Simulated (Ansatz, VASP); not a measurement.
# I in VASP and in Ansatz

File INCAR:

```
PREC     = Accurate       # precision mode
ENCUT    = 520            # plane-wave cutoff, eV
EDIFF    = 1E-6           # SCF threshold, eV
ISMEAR   = -1             # smearing method
SIGMA    = 0.05           # smearing width, eV
LREAL    = False          # projectors in reciprocal space
LASPH    = True           # aspherical terms in the spheres
NELM     = 80             # most SCF steps
ALGO     = Normal         # electronic algorithm
ISIF     = 2              # what is computed and relaxed
LWAVE    = False          # write WAVECAR
LCHARG   = False          # write CHGCAR
GGA      = B5             # functional
ALDAX    = 1.0          
AGGAX    = 1.0          
AGGAC    = 1.0          
ALDAC    = 0.0          
NBANDS   = 10             # bands
```

File KPOINTS:

```
Automatic mesh
0
Gamma
  9 9 9
```

The input POSCAR:

```
I
1.0
    0.0000000000      2.3656004428      3.9098401324
    2.1922454667      0.0000000000      3.9098401324
    2.1922454667      2.3656004428      0.0000000000
I
1
Direct
    0.0000000000      0.0000000000      0.0000000000
```

input.yaml

```yaml
crystal:
  lattice:
    - [0.0, 2.3656004428, 3.9098401324]
    - [2.1922454667, 0.0, 3.9098401324]
    - [2.1922454667, 2.3656004428, 0.0]
  atoms:
    - { symbol: I, position: [0.0, 0.0, 0.0] }
kpoints:
  mp_grid: { grid: [9, 9, 9] }
  band_path:
    path:
      - [0.0, 0.0, 0.0]
      - [0.5, 0.0, 0.5]
      - [0.5, 0.1138942365, 0.6138942365]
      - [0.0504161431, 0.5, 0.5504161431]
      - [0.0, 0.5, 0.5]
      - [0.0, 0.0, 0.0]
      - [0.5, 0.5, 0.0]
      - [0.9495838569, 0.5, 0.4495838569]
    npoints: 12
scf:
  occupations: { method: fermi_dirac, width: 0.05 }
hamiltonian:
  xc: blyp
  pseudopotentials: { kind: all_electron, lapw: { basis_error: 0.001 } }
output:
  forces: true
  stress: true
  eigenvalues: true
```

Alike in both runs: functional BLYP; k mesh 9 × 9 × 9; occupations fermi-dirac, width 0.05 eV; no spin polarisation.

|  | VASP | Ansatz |
| --- | --- | --- |
| version | VASP 6.6.1 | Ansatz 0.2.0 |
| potentials or method | VASP PAW PBE potentials, release 64 (I), cutoff 520 eV | all-electron LAPW, scalar-relativistic |
| task | single point | band structure |

```tsv
	VASP	Ansatz	Ansatz less VASP
gap on the k mesh at the Fermi level (eV)	none	none	-
pressure (GPa)	3.1	3.1	-0.06
traceless stress, the component that is largest in VASP (GPa)	-0.98	-0.93	+0.055
```

VASP's potentials were made for PBE, not for BLYP. A gap of «none» marks a metal or a gap that the smearing closes. Ansatz ran all-electron here, and VASP with PAW potentials.

Neither program's run includes spin-orbit coupling.
